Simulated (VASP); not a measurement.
# Ti (P6_3/mmc) in VASP: elastic constants with PBEsol

Aim: the elastic constants of Ti with PBEsol.

Everything below comes from runs of VASP 6.6.1. Logs are shortened: lines on timing, memory, paths and dates and some standing lists are left out, and cuts for length are marked.

### Step 1. The cell of the first run

Symmetry: P6_3/mmc, No. 194, hexagonal system. Conventional cell: a = 2.720 Å, b = 2.720 Å, c = 4.342 Å, α = 90.00°, β = 90.00°, γ = 120.00°. Ti (site symmetry -6m2) has 12 Ti at 2.68 to 2.72 Å within 3.5 Å.

### Step 2. Elastic constants, PBEsol

INCAR

```
SYSTEM = Ti
  PREC = Accurate
  ENCUT = 600
  EDIFF = 1E-8
  ISMEAR = -1
  SIGMA = 0.08
  LREAL = .False.
  LASPH = .True.
  NELM = 100
  ALGO = Normal
  ISIF = 3
  LWAVE = .False.
  LCHARG = .False.
  GGA = PS
  IBRION = 6
  NFREE = 2
  POTIM = 0.015
  NSW = 1
```

KPOINTS

```
Automatic mesh
0
Gamma
  18 18 10
  0 0 0
```

POSCAR

```
Ti
1.0
    2.7201976439      0.0000000000      0.0000000000
   -1.3600988219      2.3557602629      0.0000000000
    0.0000000000      0.0000000000      4.3421073743
Ti
2
Direct
    0.3333333333      0.6666666667      0.2500000000
    0.6666666667      0.3333333333      0.7500000000
```

Potentials or basis: VASP PAW PBE potentials, release 64 (Ti_sv).

Command:

```sh
> cat potpaw_PBE.64/Ti_sv/POTCAR > POTCAR
> mpirun -np 1 vasp_std > vasp.out
```

OUTCAR:

```text
SYSTEM = Ti
   PREC = Accurate
   ENCUT = 600
   EDIFF = 1E-8
   ISMEAR = -1
   LREAL = .False.
   LASPH = .True.
   NELM = 100
   ISIF = 3
   GGA = PS
   IBRION = 6
   NFREE = 2
   POTIM = 0.015
   NSW = 1

 ion  position               nearest neighbor table
   1  0.333  0.667  0.250-   2 2.68   2 2.68   2 2.68   2 2.68   2 2.68   2 2.68
   2  0.667  0.333  0.750-   1 2.68   1 2.68   1 2.68   1 2.68   1 2.68   1 2.68

  LATTYP: Found a hexagonal cell.
 ALAT       =     2.7201976439
 C/A-ratio  =     1.5962470168

  Lattice vectors:

 A1 = (   2.7201976439,   0.0000000000,   0.0000000000)
 A2 = (  -1.3600988219,   2.3557602629,   0.0000000000)
 A3 = (   0.0000000000,   0.0000000000,   4.3421073743)

Analysis of symmetry for initial positions (statically):
=====================================================================
 Subroutine PRICEL returns:
 Original cell was already a primitive cell.

 Routine SETGRP: Setting up the symmetry group for a
 hexagonal supercell.

 Subroutine GETGRP returns: Found 24 space group operations
 (whereof 12 operations were pure point group operations)
 out of a pool of 24 trial point group operations.

The static configuration has the point symmetry D_3d.
 The point group associated with its full space group is D_6h.

Analysis of symmetry for dynamics (positions and initial velocities):
=====================================================================
 Subroutine PRICEL returns:
 Original cell was already a primitive cell.

 Routine SETGRP: Setting up the symmetry group for a
 hexagonal supercell.

 Subroutine GETGRP returns: Found 24 space group operations
 (whereof 12 operations were pure point group operations)
 out of a pool of 24 trial point group operations.

The dynamic configuration has the point symmetry D_3d.
 The point group associated with its full space group is D_6h.

 Subroutine INISYM returns: Found 24 space group operations
 (whereof 12 operations are pure point group operations),
 and found     1 'primitive' translations

----------------------------------------------------------------------------------------

                                     Primitive cell

  volume of cell :      27.8248

  direct lattice vectors                    reciprocal lattice vectors
     2.720197644  0.000000000  0.000000000     0.367620346  0.212245706  0.000000000
    -1.360098822  2.355760263  0.000000000     0.000000000  0.424491412  0.000000000
     0.000000000  0.000000000  4.342107374     0.000000000  0.000000000  0.230302918

  length of vectors
     2.720197644  2.720197644  4.342107374     0.424491412  0.424491412  0.230302918

  position of ions in fractional coordinates (direct lattice)
     0.333333333  0.666666667  0.250000000
     0.666666667  0.333333333  0.750000000

  ion indices of the primitive-cell ions
   primitive index   ion index
                 1           1
                 2           2

----------------------------------------------------------------------------------------

 KPOINTS: Automatic mesh
[... 108 lines left out ...]

 number of electron      24.0000009 magnetization

 Free energy of the ion-electron system (eV)
  ---------------------------------------------------
  ext. energy  EPLUGINS =         0.00000000
  ---------------------------------------------------
  free energy    TOTEN  =       -16.25267636 eV

  energy without entropy =      -16.21205732  energy(sigma->0) =      -16.23236684

------------------------ aborting loop because EDIFF is reached ----------------------------------------

  FORCE on cell =-STRESS in cart. coord.  units (eV):
  Direction    XX          YY          ZZ          XY          YZ          ZX
  --------------------------------------------------------------------------------------
  -------------------------------------------------------------------------------------
  Total        5.0757820      5.0757820      5.0767014      0.0000000      0.0000000     -0.0000000
  in kB      292.2681085    292.2681085    292.3210495      0.0000000      0.0000000     -0.0000000
  external PRESSURE =     292.2857555 kB  Pullay stress =       0.0000000 kB
[... 89 lines left out ...]
  FREE ENERGIE OF THE ION-ELECTRON SYSTEM (eV)
  ---------------------------------------------------
  free  energy   TOTEN  =       -16.1705406516 eV

  energy  without entropy=      -16.1298610355  energy(sigma->0) =      -16.15020084

[... ionic steps 4 to 14 ...]

--------------------------------------- Ionic step       15  -------------------------------------------

 number of electron      24.0000008 magnetization

------------------------ aborting loop because EDIFF is reached ----------------------------------------
[... 67 lines left out ...]
--------------------------------------- Ionic step       17  -------------------------------------------

 number of electron      24.0000007 magnetization

 Free energy of the ion-electron system (eV)
  ---------------------------------------------------
  ext. energy  EPLUGINS =         0.00000000
  ---------------------------------------------------
  free energy    TOTEN  =       -16.25173889 eV

  energy without entropy =      -16.21121343  energy(sigma->0) =      -16.23147616

 E-fermi :  10.7479     XC(G=0): -12.7390

 val. band max:       10.7404449427   @ k =  -0.0000   0.1111   0.2000
 cond. band min:      10.7503527487   @ k =   0.2778   0.2222   0.5000
 fundamental gap:      0.0099078060
 Fermi energy:        10.7478624576

 k-point     1 :       0.0000    0.0000    0.0000
  band No.  band energies     occupation
      1     -45.5598      2.00000
      2     -45.2359      2.00000
      3     -22.5596      2.00000
      4     -21.3080      2.00000
      5     -21.3080      2.00000
      6     -21.1461      2.00000
[... 433 lines left out ...]
      3     -22.2498      2.00000
      4     -22.0109      2.00000
      5     -21.9346      2.00000
      6     -21.6524      2.00000
[... 8 lines left out ...]
     15      12.2367      0.00000
     16      14.8232      0.00000

 [... further k-points ...]

------------------------ aborting loop because EDIFF is reached ----------------------------------------

  FORCE on cell =-STRESS in cart. coord.  units (eV):
  Direction    XX          YY          ZZ          XY          YZ          ZX
  --------------------------------------------------------------------------------------
  -------------------------------------------------------------------------------------
  Total        5.0776920      5.0776920      5.0810444      0.0000000     -0.0000000      0.0000000
  in kB      292.3780918    292.3780918    292.5711264      0.0000000     -0.0000000      0.0000000
  external PRESSURE =     292.4424366 kB  Pullay stress =       0.0000000 kB
[... 17 lines left out ...]
  FREE ENERGIE OF THE ION-ELECTRON SYSTEM (eV)
  ---------------------------------------------------
  free  energy   TOTEN  =       -16.2517388949 eV

  energy  without entropy=      -16.2112134304  energy(sigma->0) =      -16.23147616

 INTERNAL STRAIN TENSORS FROM STRAINED CELLS
 ============================================

 INTERNAL STRAIN TENSOR FOR ION    1 for displacements in x,y,z  (eV/Angst):
          X           Y           Z          XY          YZ          ZX
  --------------------------------------------------------------------------------
  x    -0.00000     0.00000     0.00000    -2.70050    -0.00000    -0.00000
  y    -2.70722     2.70350     0.00000    -0.00020    -0.00002    -0.00005
  z     0.00000    -0.00000     0.00000    -0.00000    -0.00034     0.00000

 INTERNAL STRAIN TENSORS FROM DISPLACED ATOMS
 ============================================

 INTERNAL STRAIN TENSOR FOR ION    1 for displacements in x,y,z  (eV/Angst):
          X           Y           Z          XY          YZ          ZX
  --------------------------------------------------------------------------------
  x    -0.00000     0.00000     0.00000    -2.70512     0.00000     0.00000
  y    -2.70512     2.70512     0.00000     0.00000     0.00000     0.00000
  z    -0.00000    -0.00000    -0.00000    -0.00000     0.00000    -0.00000

 INTERNAL STRAIN TENSOR FOR ION    2 for displacements in x,y,z  (eV/Angst):
          X           Y           Z          XY          YZ          ZX
  --------------------------------------------------------------------------------
  x     0.00000    -0.00000     0.00000     2.70512     0.00000     0.00000
  y     2.70512    -2.70512     0.00000    -0.00000     0.00000     0.00000
  z     0.00000     0.00000     0.00000     0.00000     0.00000     0.00000

 Eigenvectors and eigenvalues of the dynamical matrix
 ----------------------------------------------------

   1 f  =    9.230283 THz    57.995581 2PiTHz  307.889112 cm-1    38.173368 meV
             X         Y         Z           dx          dy          dz
     -0.000000  1.570507  1.085527     0.000000    0.000000   -0.707107
      1.360099  0.785253  3.256581    -0.000000    0.000000    0.707107
[... 21 lines left out ...]
   6 f  =    0.000000 THz     0.000000 2PiTHz    0.000000 cm-1     0.000000 meV
             X         Y         Z           dx          dy          dz
     -0.000000  1.570507  1.085527    -0.000000   -0.000000    0.707107
      1.360099  0.785253  3.256581     0.000000    0.000000    0.707107

--------------------------------------------------------------------------------------------------------

 ELASTIC MODULI CONTR FROM IONIC RELAXATION (kBar)
 Direction    XX          YY          ZZ          XY          YZ          ZX
 --------------------------------------------------------------------------------
 XX        -653.6640    653.6640      0.0000     -0.0000      0.0000      0.0000
 YY         653.6640   -653.6640     -0.0000     -0.0000      0.0000     -0.0000
 ZZ           0.0000     -0.0000     -0.0000      0.0000      0.0000     -0.0000
 XY          -0.0000     -0.0000      0.0000   -653.6640      0.0000      0.0000
 YZ           0.0000      0.0000      0.0000      0.0000      0.0000      0.0000
 ZX           0.0000     -0.0000     -0.0000      0.0000      0.0000     -0.0000
 --------------------------------------------------------------------------------

 TOTAL ELASTIC MODULI (kBar)
 Direction    XX          YY          ZZ          XY          YZ          ZX
 --------------------------------------------------------------------------------
 XX        2060.6282   1799.3916   1369.6741      0.0000      0.0000      0.0000
 YY        1799.3916   2060.6282   1369.6741      0.0000     -0.0000      0.0000
 ZZ        1369.6741   1369.6741   2837.0341      0.0000      0.0000     -0.0000
 XY           0.0000      0.0000      0.0000    130.6183      0.0000      0.0000
 YZ           0.0000     -0.0000      0.0000      0.0000    284.9622      0.0000
 ZX           0.0000      0.0000     -0.0000      0.0000      0.0000    284.9622
 --------------------------------------------------------------------------------
```

Wall time 1.6 h (1 thread of Oxide Virtual Turin-like, shared host); peak memory 0.83 GiB.

What came out:

* Voigt bulk modulus: 178 GPa
* Highest phonon frequency at Γ: 308 cm⁻¹

Phonon frequencies in cm⁻¹ (negative: imaginary):
| q point | frequencies |
| --- | --- |
| (0.000, 0.000, 0.000) | 0 0 0 86 86 308 |

Elastic tensor in Voigt notation (GPa, in the Cartesian axes of the cell as first typed):
```
206 180 137   0   0   0
180 206 137   0   0   0
137 137 284   0   0   0
  0   0   0  28   0   0
  0   0   0   0  28   0
  0   0   0   0   0  13
```

Clamped-ion elastic tensor (GPa):
```
271 115 137   0   0   0
115 271 137   0   0   0
137 137 284   0   0   0
  0   0   0  28   0   0
  0   0   0   0  28   0
  0   0   0   0   0  78
```

Caveat: the cell is under stress, which shifts elastic constants; the PAW data sets were made with another functional, which shifts forces and pressure a little.
